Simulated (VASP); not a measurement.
A run of VASP 6.6.1 is set up as follows.

INCAR

```
ALGO     = Normal         # electronic algorithm
EDIFF    = 1E-6           # SCF threshold, eV
ENCUT    = 600            # plane-wave cutoff, eV
GGA      = PS             # functional
GGA_COMPAT= False        
ISIF     = 2              # what is computed and relaxed
ISMEAR   = 0              # smearing method
LASPH    = True           # aspherical terms in the spheres
LCHARG   = True           # write CHGCAR
LDAU     = True           # DFT+U
LDAUJ    = 0 0          
LDAUL    = 2 -1           # shell
LDAUPRINT= 1            
LDAUTYPE = 2            
LDAUU    = 6 0            # U, eV
LMAXMIX  = 4              # l up to which the mixer works
LORBIT   = 11             # projections on sites
LORBMOM  = True         
LREAL    = False          # projectors in reciprocal space
LSORBIT  = True           # spin-orbit coupling
LVHAR    = True         
LWAVE    = False          # write WAVECAR
MAGMOM   = 0 0 3.9 0 0 0.67 # initial moments
NBANDS   = 26             # bands
NELM     = 200            # most SCF steps
PREC     = Accurate       # precision mode
SIGMA    = 0.05           # smearing width, eV
```

File KPOINTS:

```
k-points
0
Gamma
  8 8 8
```

File POSCAR:

```
FeO
1.0
    1.5176821100      0.8762341800      2.5157945800
   -1.5176821100      0.8762341800      2.5157945800
    0.0000000000     -1.7524683500      2.5157945800
Fe O
1 1
Direct
    0.0000000000      0.0000000000      0.0000000000
    0.5000000000      0.5000000000      0.5000000000
```

Potentials or basis: VASP PAW PBE potentials, release 64 (Fe, O).

Launch:

```console
$ cat potpaw_PBE.64/Fe/POTCAR potpaw_PBE.64/O/POTCAR > POTCAR
$ mpirun -np 1 vasp_ncl > vasp.out
```

Estimate the net moment.

4.00 μB per cell.

What does it give for the pressure?

-0.9 GPa.

Stress tensor (GPa, compression positive):
```
-0.37  0.00  0.00
 0.00 -0.37  0.00
 0.00  0.00 -1.83
```

Caveat: the PAW data sets were made with another functional, which shifts forces and pressure a little; a cell with one magnetic atom can't hold antiferromagnetic order, which such compounds often take. The state reached can hang on the start; a lower one may exist.
